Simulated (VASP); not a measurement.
Here is a VASP 6.6.1 calculation.

Contents of INCAR:

```
SYSTEM = GaP
PREC = Accurate
ENCUT = 520
EDIFF = 1E-6
ISMEAR = 1
SIGMA = 0.4
LREAL = .FALSE.
LASPH = .TRUE.
NELM = 80
ALGO = Normal
ISIF = 2
LWAVE = .FALSE.
LCHARG = .TRUE.
GGA = PE
LELF = .TRUE.
LVHAR = .TRUE.
NBANDS = 16
```

The input KPOINTS:

```
regular mesh
0
G
  10 10 10
  0 0 0
```

File POSCAR:

```
GaP
1.0
    0.0000000000      2.4970384564      3.2461499933
    2.4970384564      0.0000000000      3.2461499933
    2.4970384564      2.4970384564      0.0000000000
Ga P
1 1
Direct
    0.0000000000      0.0000000000      0.0000000000
    0.7500000000      0.7500000000      0.7500000000
```

Potentials or basis: VASP PAW PBE potentials, release 64 (Ga_d, P).

Command:

```console
$ cat potpaw_PBE.64/Ga_d/POTCAR potpaw_PBE.64/P/POTCAR > POTCAR
$ mpirun -np 1 vasp_std > vasp.out
```

Question: Estimate the band gap on the k mesh.

Answer: Zero (band 9 reaches 5.41 eV, above the bottom of band 10 at 5.14 eV).

Question: Estimate the pressure.

Answer: 1.8 GPa.

Stress tensor (GPa, compression positive):
```
 10.65   0.00   0.00
  0.00  10.65   0.00
  0.00   0.00 -16.03
```
